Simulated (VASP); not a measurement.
Runs of VASP 6.6.1 on MgS. The structure is that of space group P6_3/mmc (No. 194), or close to it. The cells are those of the table. 

```tsv
level	cell	k mesh	gap on the mesh (eV)	pressure (GPa)
PBE	a = 4.296, b = 4.296, c = 5.285 Å, angles 90.0, 90.0, 120.0°, 4 atoms	12 × 12 × 6	3.00	0.9
r2SCAN	a = 4.338, b = 4.338, c = 5.337 Å, angles 90.0, 90.0, 120.0°, 4 atoms	6 × 6 × 4	(a)	(b)
r2SCAN	a = 4.208, b = 4.208, c = 5.177 Å, angles 90.0, 90.0, 120.0°, 4 atoms	6 × 6 × 4	3.75	(c)
r2SCAN	a = 4.252, b = 4.252, c = 5.232 Å, angles 90.0, 90.0, 120.0°, 4 atoms	6 × 6 × 4	3.69	1.7
PBE	a = 4.319, b = 4.319, c = 5.320 Å, angles 90.0, 90.0, 120.0°, 4 atoms	6 × 6 × 4	2.91	-0.2
```

Alike in all rows: task single point; potentials or basis VASP PAW PBE potentials, release 64 (Mg, S); no spin polarisation; cutoff (eV) 520; smearing gaussian 0.01 eV.

Problem. Estimate the missing entries.

Solution. (a) 3.50; (b) -2.1; (c) 4.2.

Caveats: the PAW data sets were made with another functional, which shifts forces and pressure a little (some runs).

A k mesh can miss the band edges.
